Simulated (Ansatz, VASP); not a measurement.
**One calculation of RbAs4, two programs**

File INCAR:

```
PREC = Accurate
ENCUT = 600
EDIFF = 1E-7
ISMEAR = 0
SIGMA = 0.1
LREAL = F
LASPH = T
NELM = 100
ALGO = Normal
ISIF = 3
LWAVE = F
LCHARG = F
GGA = PE
IBRION = 2
NSW = 100
EDIFFG = -0.01
```

File KPOINTS:

```
regular mesh
0
Gamma
  6 6 8
```

File POSCAR:

```
RbAs4
1.0
    3.7699365691     -4.8667582590      0.0000000000
    3.7699365691      4.8667582590      0.0000000000
    0.0000000000      0.0000000000      4.5147410306
Rb As
1 4
Direct
    0.0000000000      0.0000000000      0.0000000000
    0.6247642965      0.3752357035      0.0000000000
    0.3752357035      0.6247642965      0.0000000000
    0.6580551086      0.6580551086      0.5000000000
    0.3419448914      0.3419448914      0.5000000000
```

Input for Ansatz:

```yaml
crystal:
  lattice:
    - [3.7699365691, -4.866758259, 0.0]
    - [3.7699365691, 4.866758259, 0.0]
    - [0.0, 0.0, 4.5147410306]
  atoms:
    - { symbol: Rb, position: [0.0, 0.0, 0.0] }
    - { symbol: As, position: [0.6247642965, 0.3752357035, 0.0] }
    - { symbol: As, position: [0.3752357035, 0.6247642965, 0.0] }
    - { symbol: As, position: [0.6580551086, 0.6580551086, 0.5] }
    - { symbol: As, position: [0.3419448914, 0.3419448914, 0.5] }
basis:
  ecutwfc: 420
kpoints:
  mp_grid: { grid: [6, 6, 8] }
hamiltonian:
  xc: pbe
scf:
  occupations: { method: gaussian, width: 0.1 }
output:
  forces: true
  stress: true
  eigenvalues: true
relax:
  adjacent_minimum: "off"
  f_tol: 0.01
  max_steps: 80
  cell: { stress_tol: 0.05 }
```

Change from the starting cell: ordered vacancies on the cation sites of rutile (Cmmm, No. 65).

Alike in both runs: task relaxation of cell and atoms; functional PBE; k mesh 6 × 6 × 8; occupations gaussian, width 0.1 eV; no spin polarisation.

|  | VASP | Ansatz |
| --- | --- | --- |
| version | VASP 6.6.1 | Ansatz 0.2.0 |
| potentials or method | VASP PAW PBE potentials, release 64 (Rb_sv, As), cutoff 600 eV | scalar-relativistic, plane waves, PAW |
| valence electrons in the cell | 29 | 69 |

|  | VASP | Ansatz | Ansatz less VASP |
| --- | --- | --- | --- |
| gap on the k mesh at the Fermi level, each at its own relaxed structure (eV) | none | none | - |
| relaxed volume (Å³/atom) | 35.24 | 35.11 | -0.129 |
| relaxed length of the cell vector where the two differ most in proportion (Å) | 6.179 | 6.170 | -0.0090 |

A gap of «none» marks a metal or a gap that the smearing closes. VASP's potentials hold 29 valence electrons a cell and Ansatz's 69, so a difference there can come from the potentials and not from the codes.
